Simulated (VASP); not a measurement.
# C (Fd-3m) in VASP: settings compared, part 2 of 2

VASP 6.6.1. The steps go on from the part before.

**4. Single point, PBEsol+D3(BJ)**

This run uses another cell than the first one, of 5.56 Å³/atom.

Input file INCAR:

```
PREC = Accurate
ENCUT = 1300
EDIFF = 1E-6
ISMEAR = -1
SIGMA = 0.05
LREAL = F
LASPH = T
NELM = 120
ALGO = Normal
ISIF = 2
LWAVE = F
LCHARG = F
GGA = PS
IVDW = 12
NBANDS = 11
GGA_COMPAT = F
```

Input file KPOINTS:

```
Automatic mesh
0
Gamma
  13 13 13
```

Input file POSCAR:

```
C
1.0
    0.0000000000      1.7718962383      1.7718962383
    1.7718962383      0.0000000000      1.7718962383
    1.7718962383      1.7718962383      0.0000000000
C
2
Direct
    0.7500000000      0.7500000000      0.7500000000
    0.5000000000      0.5000000000      0.5000000000
```

Potentials or basis: VASP PAW PBE potentials, release 64 (C_h).

Launch:

```sh
> cat potpaw_PBE.64/C_h/POTCAR > POTCAR
> mpirun -np 1 vasp_std > vasp.out
```

OUTCAR:

```text
PREC = Accurate
   ENCUT = 1300
   EDIFF = 1E-6
   ISMEAR = -1
   LREAL = F
   LASPH = T
   NELM = 120
   ISIF = 2
   GGA = PS
   IVDW = 12
 IVDW          = 12

 ion  position               nearest neighbor table
   1  0.750  0.750  0.750-
   2  0.500  0.500  0.500-

  LATTYP: Found a face centered cubic cell.
 ALAT       =     3.5437924766

  Lattice vectors:

 A1 = (   0.0000000000,   1.7718962383,   1.7718962383)
 A2 = (   1.7718962383,   0.0000000000,   1.7718962383)
 A3 = (   1.7718962383,   1.7718962383,   0.0000000000)

Analysis of symmetry for initial positions (statically):
=====================================================================
 Subroutine PRICEL returns:
 Original cell was already a primitive cell.

 Routine SETGRP: Setting up the symmetry group for a
 face centered cubic supercell.

 Subroutine GETGRP returns: Found 48 space group operations
 (whereof 24 operations were pure point group operations)
 out of a pool of 48 trial point group operations.

The static configuration has the point symmetry T_d .
 The point group associated with its full space group is O_h .

Analysis of symmetry for dynamics (positions and initial velocities):
=====================================================================
 Subroutine PRICEL returns:
 Original cell was already a primitive cell.

 Routine SETGRP: Setting up the symmetry group for a
 face centered cubic supercell.

 Subroutine GETGRP returns: Found 48 space group operations
 (whereof 24 operations were pure point group operations)
 out of a pool of 48 trial point group operations.

The dynamic configuration has the point symmetry T_d .
 The point group associated with its full space group is O_h .

 Subroutine INISYM returns: Found 48 space group operations
 (whereof 24 operations are pure point group operations),
 and found     1 'primitive' translations

----------------------------------------------------------------------------------------

                                     Primitive cell

  volume of cell :      11.1261

  direct lattice vectors                    reciprocal lattice vectors
     0.000000000  1.771896238  1.771896238    -0.282183567  0.282183567  0.282183567
     1.771896238  0.000000000  1.771896238     0.282183567 -0.282183567  0.282183567
     1.771896238  1.771896238  0.000000000     0.282183567  0.282183567 -0.282183567

  length of vectors
     2.505839691  2.505839691  2.505839691     0.488756274  0.488756274  0.488756274

  position of ions in fractional coordinates (direct lattice)
     0.750000000  0.750000000  0.750000000
     0.500000000  0.500000000  0.500000000

  ion indices of the primitive-cell ions
   primitive index   ion index
                 1           1
                 2           2

----------------------------------------------------------------------------------------

 KPOINTS: Automatic mesh

Automatic generation of k-mesh.
 Grid dimensions read from file:
 generate k-points for:   13   13   13

 Generating k-lattice:

  Cartesian coordinates                     Fractional coordinates (reciprocal lattice)
    -0.021706428  0.021706428  0.021706428     0.076923077  0.000000000  0.000000000
     0.021706428 -0.021706428  0.021706428     0.000000000  0.076923077  0.000000000
[... 38 lines left out ...]
  0.461538  0.153846  0.000000     24.000000
 [... further k-points ...]
   k-points           NKPTS =     84   k-points in BZ     NKDIM =     84   number of bands    NBANDS=     11
   number of dos      NEDOS =    301   number of ions     NIONS =      2
   total plane-waves  NPLWV =  27000
   dimension x,y,z NGX =    30 NGY =   30 NGZ =   30
   dimension x,y,z NGXF=    60 NGYF=   60 NGZF=   60
   ions per type =               2
   NGX,Y,Z   is equivalent  to a cutoff of  19.90, 19.90, 19.90 a.u.
   NGXF,Y,Z  is equivalent  to a cutoff of  39.81, 39.81, 39.81 a.u.
 SYSTEM =  unknown system
   PREC   = accura    normal or accurate (medium, high low for compatibility)
   ISTART =      0    job   : 0-new  1-cont  2-samecut
   ICHARG =      2    charge: 1-file 2-atom 10-const
   ISPIN  =      1    spin polarized calculation?
   LNONCOLLINEAR =      F non collinear calculations
   LSORBIT =      F    spin-orbit coupling
   LASPH  =      T    aspherical Exc in radial PAW
   ENCUT  = 1300.0 eV  95.55 Ry    9.77 a.u.   7.37  7.37  7.37*2*pi/ulx,y,z
   NELM   =    120;   NELMIN=  2; NELMDL= -5     # of ELM steps
   EDIFF  = 0.1E-05   stopping-criterion for ELM
   LREAL  =      F    real-space projection
   EDIFFG = 0.1E-04   stopping-criterion for IOM
   NSW    =      0    number of steps for IOM
   IBRION =     -1    ionic relax: 0-MD 1-quasi-New 2-CG
   NFREE  =      0    steps in history (QN), initial steepest desc. (CG)
   ISIF   =      2    stress and relaxation
   ISYM   =      2    0-nonsym 1-usesym 2-fastsym
   POTIM  = 0.5000    time-step for ionic-motion
   TEBEG  =    0.0;   TEEND  =   0.0 temperature during run
   PSTRESS=    0.0 pullay stress
   NELECT =       8.0000    total number of electrons
   NUPDOWN=      -1.0000    fix difference up-down
   EMIN   =  10.00;   EMAX   =-10.00  energy-range for DOS
   EFERMI =   0.00;   METHOD = LEGACY
   ISMEAR =    -1;   SIGMA  =   0.05  broadening in eV -4-tet -1-fermi 0-gaus
   EFERMI_NEDOS =   21; number of points for ismear=-14 and -15
   IALGO  =     38    algorithm
   IMIX   =      4    mixing-type and parameters
     AMIX     =   0.40;   BMIX     =  1.00
     AMIX_MAG =   1.60;   BMIX_MAG =  1.00
  volume/ion in A,a.u.               =       5.56        37.54
  Fermi-wavevector in a.u.,A,eV,Ry     =   1.466639  2.771546 29.266537  2.151030
  Thomas-Fermi vector in A             =   2.582352
   LORBIT       =      0    0 simple, 1 ext, 2 COOP (PROOUT), +10 PAW based schemes
   GGA     = PS    functional components
   LHFCALC =     F    Hartree Fock is set to
   AEXX    =    0.0000 exact exchange contribution
   IVDW    =    12    specifies the selected vdW correction
   LEPSILON=     F    determine dielectric tensor
   LRPA    =     F    only Hartree local field effects (RPA)
 non-spin polarized calculation
  energy-cutoff  :     1300.00
  volume of cell :       11.13
 maximum number of plane-waves:      1243
 NGX is ok and might be reduce to    30
   NGX = 15   NGY = 15   NGZ = 15

 number of electron       8.0000000 magnetization

 Free energy of the ion-electron system (eV)
  ---------------------------------------------------
  ext. energy  EPLUGINS =         0.00000000
  ---------------------------------------------------
  free energy    TOTEN  =       -19.27595720 eV

  energy without entropy =      -19.27595720  energy(sigma->0) =      -19.27595720

 E-fermi :  12.0822     XC(G=0): -13.6714

 val. band max:       11.2235382641   @ k =   0.0000   0.0000   0.0000
 cond. band min:      15.2825883757   @ k =   0.3846   0.3846   0.0000
 fundamental gap:      4.0590501116
 Fermi energy:        12.0822000413

 k-point     1 :       0.0000    0.0000    0.0000
  band No.  band energies     occupation
      1     -10.5571      2.00000
      2      11.2235      2.00000
      3      11.2235      2.00000
      4      11.2235      2.00000
      5      16.8217      0.00000
      6      16.8217      0.00000
      7      16.8217      0.00000
      8      25.0416      0.00000
      9      30.4381      0.00000
     10      37.8739      0.00000
     11      37.8739      0.00000
[... 309 lines left out ...]
 k-point    24 :       0.4615    0.1538    0.0000
  band No.  band energies     occupation
      1      -5.4438      2.00000
      2      -0.2217      2.00000
      3       6.7152      2.00000
      4       7.2264      2.00000
      5      18.2775      0.00000
      6      21.8863      0.00000
      7      22.3415      0.00000
      8      25.1951      0.00000
      9      31.8320      0.00000
     10      34.7309      0.00000
     11      38.3968      0.00000

 [... further k-points ...]

------------------------ aborting loop because EDIFF is reached ----------------------------------------

 Edisp (eV)   -0.26435

 E8    (eV) :    -0.1280

  FORCE on cell =-STRESS in cart. coord.  units (eV):
  Direction    XX          YY          ZZ          XY          YZ          ZX
  --------------------------------------------------------------------------------------
  -------------------------------------------------------------------------------------
  Total       0.01007     0.01007     0.01007    -0.00000    -0.00000     0.00000
  in kB       1.44984     1.44984     1.44984    -0.00000    -0.00000     0.00000
  external pressure =        1.45 kB  Pullay stress =        0.00 kB

 VOLUME and BASIS-vectors are now :
 -----------------------------------------------------------------------------
  energy-cutoff  :     1300.00
  volume of cell :       11.13
      direct lattice vectors                 reciprocal lattice vectors
     0.000000000  1.771896238  1.771896238    -0.282183567  0.282183567  0.282183567
     1.771896238  0.000000000  1.771896238     0.282183567 -0.282183567  0.282183567
     1.771896238  1.771896238  0.000000000     0.282183567  0.282183567 -0.282183567

 POSITION                                       TOTAL-FORCE (eV/Angst)
 -----------------------------------------------------------------------------------
      2.65784      2.65784      2.65784        -0.000000     -0.000000      0.000000
      1.77190      1.77190      1.77190         0.000000      0.000000     -0.000000
 -----------------------------------------------------------------------------------
    total drift:                                0.000000     -0.000000     -0.000000

  FREE ENERGIE OF THE ION-ELECTRON SYSTEM (eV)
  ---------------------------------------------------
  free  energy   TOTEN  =       -19.5403063193 eV

  energy  without entropy=      -19.5403063192  energy(sigma->0) =      -19.54030632
```

stdout:

```text
POSCAR found type information on POSCAR C
 POSCAR found :  1 types and       2 ions
 scaLAPACK will be used
 -----------------------------------------------------------------------------
|                                                                             |
|                                                                             |
|     You enforced a specific xc type in the INCAR file but a different       |
|     I HOPE YOU KNOW WHAT YOU ARE DOING!                                     |
|                                                                             |
 -----------------------------------------------------------------------------

 LDA part: xc-table for (Slater+PW92), standard interpolation
 POSCAR, INCAR and KPOINTS ok, starting setup
 FFT: planning ... GRIDC
 FFT: planning ... GRID_SOFT
 FFT: planning ... GRID
 WAVECAR not read
 entering main loop
```

It took 40 s on 1 thread of AMD EPYC 7R13 (Zen 3), shared host; peak memory 0.14 GiB.

What came out:

```yaml
Free_energy: -19.5403 eV
Pressure: 0.1 GPa
Band_gap_on_the_k_mesh: 4.06 eV (least direct gap 5.60 eV)
Dispersion_energy_per_atom: -0.132 eV
```

Levels at points of the mesh, in eV from the valence-band top:
| k point | band 1 | band 2 | band 3 | band 4 | band 5 | band 6 | band 7 | band 8 |
| --- | --- | --- | --- | --- | --- | --- | --- | --- |
| (0.00, 0.00, 0.00) | -21.78 | 0.00 | 0.00 | 0.00 | 5.60 | 5.60 | 5.60 | 13.82 |

Caveat: the PAW data sets were made with another functional, which shifts forces and pressure a little; an odd mesh through Γ misses points on the zone boundary, where band edges can lie.

**5. Summary**

| level | cell | gap on the mesh (eV) | pressure (GPa) |
| --- | --- | --- | --- |
| PBEsol | a = 2.504 Å, angles 60.0°, 2 atoms | 4.06 | 5.1 |
| PBEsol | a = 2.509 Å, angles 60.0°, 2 atoms | 4.05 | 2.1 |
| PBEsol+D3(BJ) | a = 2.506 Å, angles 60.0°, 2 atoms | 4.06 | 0.1 |

Alike in all rows: task single point; potentials or basis VASP PAW PBE potentials, release 64 (C_h); no spin polarisation; k mesh 13 × 13 × 13; cutoff (eV) 1300; smearing fermi-dirac 0.05 eV.

Caveats: the PAW data sets were made with another functional, which shifts forces and pressure a little; an odd mesh through Γ misses points on the zone boundary, where band edges can lie; the cell stands under pressure (at least some runs).

Absolute energies hang on the potentials; compare differences alone.
